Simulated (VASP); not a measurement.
# MnO (Fm-3m) in VASP: settings compared, part 3 of 3

VASP 6.6.1. The steps go on from the part before.

## (6) Single point, PBE, collinear spin, ferromagnetic start

INCAR

```
ALGO = Normal ; EDIFF = 1E-7
ENCUT = 520 ; GGA = PE
ISIF = 2 ; ISMEAR = 0
ISPIN = 2 ; LASPH = T
LCHARG = T ; LELF = T
LMAXMIX = 4 ; LORBIT = 11
LREAL = F ; LVHAR = T
LWAVE = F ; MAGMOM = 4 0
NBANDS = 20 ; NELM = 150
PREC = Accurate ; SIGMA = 0.017
```

KPOINTS

```
k-points
0
Gamma
  10 10 10
```

POSCAR

```
MnO
1.0
    0.0000000000      2.2239077028      2.2239077028
    2.2239077028      0.0000000000      2.2239077028
    2.2239077028      2.2239077028      0.0000000000
Mn O
1 1
Direct
    0.0000000000      0.0000000000      0.0000000000
    0.5000000000      0.5000000000      0.5000000000
```

Potentials or basis: VASP PAW PBE potentials, release 64 (Mn_pv, O).

Started as:

```bash
> cat potpaw_PBE.64/Mn_pv/POTCAR potpaw_PBE.64/O/POTCAR > POTCAR
> mpirun -np 1 vasp_std > vasp.out
```

OUTCAR:

```text
EDIFF = 1E-7
   ENCUT = 520
   GGA = PE
   ISIF = 2
   ISMEAR = 0
   ISPIN = 2
   LASPH = T
   LORBIT = 11
   LREAL = F
   NELM = 150
   PREC = Accurate

 ion  position               nearest neighbor table
   1  0.000  0.000  0.000-   2 2.22   2 2.22   2 2.22   2 2.22   2 2.22   2 2.22
   2  0.500  0.500  0.500-   1 2.22   1 2.22   1 2.22   1 2.22   1 2.22   1 2.22

  LATTYP: Found a face centered cubic cell.
 ALAT       =     4.4478154056

  Lattice vectors:

 A1 = (   0.0000000000,   2.2239077028,   2.2239077028)
 A2 = (   2.2239077028,   0.0000000000,   2.2239077028)
 A3 = (   2.2239077028,   2.2239077028,   0.0000000000)

Analysis of symmetry for initial positions (statically):
=====================================================================
 Subroutine PRICEL returns:
 Original cell was already a primitive cell.

 Routine SETGRP: Setting up the symmetry group for a
 face centered cubic supercell.

 Subroutine GETGRP returns: Found 48 space group operations
 (whereof 48 operations were pure point group operations)
 out of a pool of 48 trial point group operations.

The static configuration has the point symmetry O_h .

Analysis of symmetry for dynamics (positions and initial velocities):
=====================================================================
 Subroutine PRICEL returns:
 Original cell was already a primitive cell.

 Routine SETGRP: Setting up the symmetry group for a
 face centered cubic supercell.

 Subroutine GETGRP returns: Found 48 space group operations
 (whereof 48 operations were pure point group operations)
 out of a pool of 48 trial point group operations.

The dynamic configuration has the point symmetry O_h .

Analysis of structural, dynamic, and magnetic symmetry:
=====================================================================
 Subroutine PRICEL returns:
 Original cell was already a primitive cell.

 Routine SETGRP: Setting up the symmetry group for a
 face centered cubic supercell.

 Subroutine GETGRP returns: Found 48 space group operations
 (whereof 48 operations were pure point group operations)
 out of a pool of 48 trial point group operations.

The overall configuration has the point symmetry O_h .

 Subroutine INISYM returns: Found 48 space group operations
 (whereof 48 operations are pure point group operations),
 and found     1 'primitive' translations

----------------------------------------------------------------------------------------

                                     Primitive cell

  volume of cell :      21.9979

  direct lattice vectors                    reciprocal lattice vectors
     0.000000000  2.223907703  2.223907703    -0.224829474  0.224829474  0.224829474
     2.223907703  0.000000000  2.223907703     0.224829474 -0.224829474  0.224829474
     2.223907703  2.223907703  0.000000000     0.224829474  0.224829474 -0.224829474

  length of vectors
     3.145080435  3.145080435  3.145080435     0.389416073  0.389416073  0.389416073

  position of ions in fractional coordinates (direct lattice)
     0.000000000  0.000000000  0.000000000
     0.500000000  0.500000000  0.500000000
[... 66 lines left out ...]
   NGXF,Y,Z  is equivalent  to a cutoff of  25.37, 25.37, 25.37 a.u.
 SYSTEM =  unknown system
   PREC   = accura    normal or accurate (medium, high low for compatibility)
   ISTART =      0    job   : 0-new  1-cont  2-samecut
   ICHARG =      2    charge: 1-file 2-atom 10-const
   ISPIN  =      2    spin polarized calculation?
   LNONCOLLINEAR =      F non collinear calculations
   LSORBIT =      F    spin-orbit coupling
   LASPH  =      T    aspherical Exc in radial PAW
   ENCUT  =  520.0 eV  38.22 Ry    6.18 a.u.   5.85  5.85  5.85*2*pi/ulx,y,z
   NELM   =    150;   NELMIN=  2; NELMDL= -5     # of ELM steps
   EDIFF  = 0.1E-06   stopping-criterion for ELM
   LREAL  =      F    real-space projection
   EDIFFG = 0.1E-05   stopping-criterion for IOM
   NSW    =      0    number of steps for IOM
   IBRION =     -1    ionic relax: 0-MD 1-quasi-New 2-CG
   NFREE  =      0    steps in history (QN), initial steepest desc. (CG)
   ISIF   =      2    stress and relaxation
   ISYM   =      2    0-nonsym 1-usesym 2-fastsym
   POTIM  = 0.5000    time-step for ionic-motion
   TEBEG  =    0.0;   TEEND  =   0.0 temperature during run
   PSTRESS=    0.0 pullay stress
   NELECT =      19.0000    total number of electrons
   NUPDOWN=      -1.0000    fix difference up-down
   EMIN   =  10.00;   EMAX   =-10.00  energy-range for DOS
   EFERMI =   0.00;   METHOD = LEGACY
   ISMEAR =     0;   SIGMA  =   0.02  broadening in eV -4-tet -1-fermi 0-gaus
   EFERMI_NEDOS =   21; number of points for ismear=-14 and -15
   IALGO  =     38    algorithm
   IMIX   =      4    mixing-type and parameters
     AMIX     =   0.40;   BMIX     =  1.00
     AMIX_MAG =   1.60;   BMIX_MAG =  1.00
  volume/ion in A,a.u.               =      11.00        74.22
  Fermi-wavevector in a.u.,A,eV,Ry     =   1.559071  2.946217 33.071721  2.430703
  Thomas-Fermi vector in A             =   2.662483
   LORBIT       =     11    0 simple, 1 ext, 2 COOP (PROOUT), +10 PAW based schemes
   GGA     = PE    functional components
   LHFCALC =     F    Hartree Fock is set to
   AEXX    =    0.0000 exact exchange contribution
   IVDW    =     0    specifies the selected vdW correction
   LEPSILON=     F    determine dielectric tensor
   LRPA    =     F    only Hartree local field effects (RPA)
 spin polarized calculation
 Gauss-broadening in eV      SIGMA  =   0.02
  energy-cutoff  :      520.00
  volume of cell :       22.00
 maximum number of plane-waves:       609
   NGX = 11   NGY = 11   NGZ = 11

 number of electron      18.9999991 magnetization       4.8019759

 Free energy of the ion-electron system (eV)
  ---------------------------------------------------
  ext. energy  EPLUGINS =         0.00000000
  ---------------------------------------------------
  free energy    TOTEN  =       -16.40256684 eV

  energy without entropy =      -16.40230981  energy(sigma->0) =      -16.40243833

 E-fermi :   7.5098     XC(G=0): -11.8517

 val. band max:        7.4930534815   @ k =  -0.2000   0.2000   0.0000
 cond. band min:       7.5102544771   @ k =  -0.3000   0.1000   0.0000
 fundamental gap:      0.0172009956
 Fermi energy:         7.5097763297

 spin component 1

 k-point     1 :       0.0000    0.0000    0.0000
  band No.  band energies     occupation
      1     -42.8477      1.00000
      2     -42.8476      1.00000
      3     -42.8476      1.00000
      4     -12.7282      1.00000
      5       3.7910      1.00000
      6       3.7910      1.00000
[... 541 lines left out ...]
     19      32.2078      0.00000
     20      33.9720      0.00000

 [... further k-points ...]

 spin component 2

 k-point     1 :       0.0000    0.0000    0.0000
  band No.  band energies     occupation
      1     -38.1576      1.00000
      2     -38.1575      1.00000
      3     -38.1575      1.00000
      4     -12.2791      1.00000
      5       4.1844      1.00000
      6       4.1844      1.00000
[... 541 lines left out ...]
     19      33.2297      0.00000
     20      35.0054      0.00000

 [... further k-points ...]

------------------------ aborting loop because EDIFF is reached ----------------------------------------

  FORCE on cell =-STRESS in cart. coord.  units (eV):
  Direction    XX          YY          ZZ          XY          YZ          ZX
  --------------------------------------------------------------------------------------
  -------------------------------------------------------------------------------------
  Total        0.0553313      0.0553313      0.0553313     -0.0000000      0.0000000      0.0000000
  in kB        4.0299632      4.0299632      4.0299632     -0.0000000      0.0000000      0.0000000
  external PRESSURE =       4.0299632 kB  Pullay stress =       0.0000000 kB

 VOLUME and BASIS-vectors are now :
 -----------------------------------------------------------------------------
  energy-cutoff  :      520.00
  volume of cell :       22.00
      direct lattice vectors                 reciprocal lattice vectors
     0.000000000  2.223907703  2.223907703    -0.224829474  0.224829474  0.224829474
     2.223907703  0.000000000  2.223907703     0.224829474 -0.224829474  0.224829474
     2.223907703  2.223907703  0.000000000     0.224829474  0.224829474 -0.224829474

 POSITION                                       TOTAL-FORCE (eV/Angst)
 -----------------------------------------------------------------------------------
      0.00000      0.00000      0.00000         0.000000     -0.000000      0.000000
      2.22391      2.22391      2.22391        -0.000000      0.000000     -0.000000
 -----------------------------------------------------------------------------------
    total drift:                                0.000000     -0.000000     -0.000000

  FREE ENERGIE OF THE ION-ELECTRON SYSTEM (eV)
  ---------------------------------------------------
  free  energy   TOTEN  =       -16.4025668406 eV

  energy  without entropy=      -16.4023098126  energy(sigma->0) =      -16.40243833

 total charge

# of ion       s       p       d       tot
------------------------------------------
    1        0.202   6.176   4.974  11.353
    2        1.561   3.416   0.000   4.977
--------------------------------------------------
tot          1.763   9.592   4.974  16.329

 magnetization (x)

# of ion       s       p       d       tot
------------------------------------------
    1        0.034   0.026   4.295   4.355
    2        0.030   0.176   0.000   0.206
--------------------------------------------------
tot          0.064   0.202   4.295   4.561
```

stdout:

```text
POSCAR found type information on POSCAR MnO
 POSCAR found :  2 types and       2 ions
 scaLAPACK will be used
 LDA part: xc-table for (Slater+PW92), standard interpolation
 POSCAR, INCAR and KPOINTS ok, starting setup
 FFT: planning ... GRIDC
 FFT: planning ... GRID_SOFT
 FFT: planning ... GRID
 WAVECAR not read
 entering main loop
```

Run time: 19 s. Hardware: 1 thread of Intel Xeon 6975P-C (Granite Rapids), shared host; peak memory 0.16 GiB.

Results:

```
Free energy                                           : -16.4026 eV
Pressure                                              : 0.4 GPa
Net moment                                            : 4.80 μB per cell
Site moments                                          : Mn +4.36; O +0.21 μB
Valence electrons inside the program's atomic spheres : Mn 11.35; O 4.98
```

Caveat: a cell with one magnetic atom can't hold antiferromagnetic order, which such compounds often take; semilocal functionals often make such compounds metallic where correlation or magnetic order opens a gap, which also shifts bond lengths. With open d or f shells a metallic result of PBE can be an artefact of self-interaction; +U or a hybrid may open a gap.

## (7) Summary

```tsv
task	level	cell	cutoff (eV)	smearing	gap on the mesh (eV)	pressure (GPa)	moment (μB)
relaxation of cell and atoms	PBEsol	relaxed to 10 GPa from a = 3.145 Å, angles 60.0°, 2 atoms	600	fermi-dirac 0.05 eV	none	9.9	4.25
relaxation of cell and atoms	PBEsol	relaxed to 20 GPa from a = 3.145 Å, angles 60.0°, 2 atoms	600	fermi-dirac 0.05 eV	none	20.1	4.10
single point	PBEsol	a = 3.060 Å, angles 60.0°, 2 atoms	520	fermi-dirac 0.05 eV	none	0.5	4.45
single point	PBE	a = 3.145 Å, angles 60.0°, 2 atoms	520	gaussian 0.017 eV	none	0.4	4.80
```

Alike in all rows: potentials or basis VASP PAW PBE potentials, release 64 (Mn_pv, O); spin collinear, ferromagnetic start; k mesh 10 × 10 × 10.

Caveats: a cell with one magnetic atom can't hold antiferromagnetic order, which such compounds often take; semilocal functionals often make such compounds metallic where correlation or magnetic order opens a gap, which also shifts bond lengths; the PAW data sets were made with another functional, which shifts forces and pressure a little (at least some runs); the cell is relaxed towards a set pressure, so the run minimises the enthalpy, not the energy (at least some runs).

Total energies depend on the potentials used, so only differences within one code and one set of settings carry meaning.

The gap in the log of VASP goes by the Fermi energy; the results here count the filled bands.